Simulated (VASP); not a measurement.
## Zr3W: single point with r2SCAN

Crystal: Zr3W.

```
Zr W
1.0
     0.00000    3.45069    3.45069
     3.45069    0.00000    3.45069
     3.45069    3.45069    0.00000
Zr W
3 1
Direct
  0.25000 0.25000 0.25000
  0.75000 0.75000 0.75000
  0.50000 0.50000 0.50000
  0.00000 0.00000 0.00000
```

```json
{
 "Program": "VASP 6.6.1",
 "Task": "single point",
 "Functional": "r2SCAN",
 "Potentials or basis": "VASP PAW PBE potentials, release 64 (Zr_sv, W_sv)",
 "Cutoff": "550 eV",
 "k mesh": "10 × 10 × 10",
 "Occupations": "gaussian, width 0.1 eV",
 "Spin": "no spin polarisation",
 "Dipole correction": "no",
 "Further INCAR settings": "ALGO = Normal; EDIFF = 1e-06; NBANDS = 33"
}
```

```json
{
 "Pressure": "-0.3 GPa",
 "Band gap on the k mesh": "zero (bands 25 and 26 overlap by 1.64 eV)"
}
```

Levels at points of the mesh, in eV from the Fermi level:
```csv
k point,band 22,band 23,band 24,band 25,band 26,band 27,band 28,band 29
"(0.00, 0.00, 0.00)",-1.01,-0.80,-0.80,-0.80,1.03,1.03,1.03,3.52
"(0.50, 0.00, 0.00)",-1.36,-1.27,-0.92,-0.92,-0.53,-0.36,-0.36,3.61
"(0.50, 0.50, 0.00)",-1.17,-1.03,-0.24,1.11,1.11,1.47,1.47,2.13
```

It took 19 min on 1 thread of Intel Xeon 8259CL (shared host), peak memory 0.33 GiB.

Caveat: the PAW data sets were made with another functional, which shifts forces and pressure a little; spin-orbit coupling is left out, which moves the levels of the heavy elements.
